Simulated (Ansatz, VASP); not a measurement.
**One calculation of WC, two programs**

```
W C
1.0
     3.01156    0.00000    0.00000
    -1.50578    2.60809    0.00000
     0.00000    0.00000    2.97976
W C
1 1
Direct
  0.00000 0.00000 0.00000
  0.66667 0.33333 0.50000
```

Alike in both runs: task single point; functional PBEsol; k mesh 18 × 18 × 14; occupations gaussian, width 0.1 eV; no spin polarisation.

|  | VASP | Ansatz |
| --- | --- | --- |
| version | VASP 6.6.1 | Ansatz 0.2.0 |
| potentials or method | VASP PAW PBE potentials, release 64 (W_sv, C), cutoff 520 eV | scalar-relativistic, plane waves, PAW |
| valence electrons in the cell | 18 | 18 |

|  | VASP | Ansatz | Ansatz less VASP |
| --- | --- | --- | --- |
| gap on the k mesh at the Fermi level (eV) | none | none | - |
| pressure (GPa) | -39.8 | -40.5 | -0.69 |
| traceless stress, the component that is largest in VASP (GPa) | -9.44 | -9.58 | -0.139 |

VASP's potentials were made for PBE, not for PBEsol. A gap of «none» marks a metal or a gap that the smearing closes. Both programs put the cell under strong tension, so it lies far from rest at this level. With one functional, cell and mesh, what is left measures potentials, basis and numerics.

Neither program's run includes spin-orbit coupling. Noted on VASP's run: the cell as given lies far from equilibrium.
